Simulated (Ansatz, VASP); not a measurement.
Bi: VASP beside Ansatz

```
CELL_PARAMETERS angstrom
3.33669 0.00000 0.00000
0.00000 3.33669 0.00000
0.00000 0.00000 3.33669
ATOMIC_POSITIONS crystal
Bi 0.00000 0.00000 0.00000
```

Alike in both runs: task single point; functional r2SCAN; k mesh 11 × 11 × 11; occupations fermi-dirac, width 0.1 eV; no spin polarisation.

|  | VASP | Ansatz |
| --- | --- | --- |
| version | VASP 6.6.1 | Ansatz 0.2.0 |
| potentials or method | VASP PAW PBE potentials, release 64 (Bi_d), cutoff 520 eV | plane waves (500 eV) with PAW, scalar-relativistic |
| valence electrons in the cell | 15 | 15 |

Ansatz gave:

```
pressure (GPa) : -3.1
```

**Question.** Which values does VASP return?

**Answer.** Pressure (GPa): -3.2.

VASP's potentials were made for PBE, not for r2SCAN. With one functional, cell and mesh, what is left measures potentials, basis and numerics.

Spin-orbit coupling is off throughout.
